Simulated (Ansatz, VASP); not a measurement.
ZnS: VASP beside Ansatz

POSCAR

```
ZnS
1.0
    0.0000000000      2.7452197500      2.6235105000
    2.7452197500      0.0000000000      2.6235105000
    2.7452197500      2.7452197500      0.0000000000
Zn S
1 1
Direct
    0.0000000000      0.0000000000      0.0000000000
    0.7500000000      0.7500000000      0.7500000000
```

The input INCAR.step1:

```
PREC     = Accurate       # precision mode
ENCUT    = 520            # plane-wave cutoff, eV
ISMEAR   = 0              # smearing method
SIGMA    = 0.05           # smearing width, eV
LREAL    = F              # projectors in reciprocal space
LASPH    = T              # aspherical terms in the spheres
NELM     = 80             # most SCF steps
NBANDS   = 16             # bands
GGA      = PE             # functional
ALGO     = Normal         # electronic algorithm
EDIFF    = 1E-4           # SCF threshold, eV
LWAVE    = T              # write WAVECAR
LCHARG   = F              # write CHGCAR
```

The input INCAR.step2:

```
PREC     = Accurate       # precision mode
ENCUT    = 520            # plane-wave cutoff, eV
EDIFF    = 1E-6           # SCF threshold, eV
ISMEAR   = 0              # smearing method
SIGMA    = 0.05           # smearing width, eV
LREAL    = F              # projectors in reciprocal space
LASPH    = T              # aspherical terms in the spheres
NELM     = 80             # most SCF steps
ALGO     = Normal         # electronic algorithm
ISIF     = 2              # what is computed and relaxed
LWAVE    = F              # write WAVECAR
LCHARG   = F              # write CHGCAR
METAGGA  = R2SCAN         # meta-GGA
LMIXTAU  = T            
NBANDS   = 16             # bands
ISTART   = 1
```

KPOINTS

```
regular mesh
0
Gamma
  8 8 8
```

Input for Ansatz:

```yaml
crystal:
  lattice:
    - [0.0, 2.74521975, 2.6235105]
    - [2.74521975, 0.0, 2.6235105]
    - [2.74521975, 2.74521975, 0.0]
  atoms:
    - { symbol: Zn, position: [0.0, 0.0, 0.0] }
    - { symbol: S, position: [0.75, 0.75, 0.75] }
basis:
  ecutwfc: 500
kpoints:
  mp_grid: { grid: [8, 8, 8] }
hamiltonian:
  xc: r2scan
scf:
  occupations: { method: gaussian, width: 0.05 }
output:
  forces: true
  stress: true
  eigenvalues: true
```

Change from the starting cell: strain +0.015 along x and y, -0.030 along z, atoms carried along.

Alike in both runs: task single point; functional r2SCAN; k mesh 8 × 8 × 8; occupations gaussian, width 0.05 eV; no spin polarisation.

|  | VASP | Ansatz |
| --- | --- | --- |
| version | VASP 6.6.1 | Ansatz 0.2.0 |
| potentials or method | VASP PAW PBE potentials, release 64 (Zn, S), cutoff 520 eV | scalar-relativistic, plane waves, PAW |
| valence electrons in the cell | 18 | 18 |

```csv
,VASP,Ansatz,Ansatz less VASP
gap on the k mesh at the Fermi level (eV),2.56,2.55,-0.010
least direct gap on the mesh (eV),2.56,2.55,-0.010
pressure (GPa),-0.9,-0.9,0.00
"traceless stress, the component that is largest in VASP (GPa)",1.23,1.21,-0.019
```

VASP's potentials were made for PBE, not for r2SCAN.
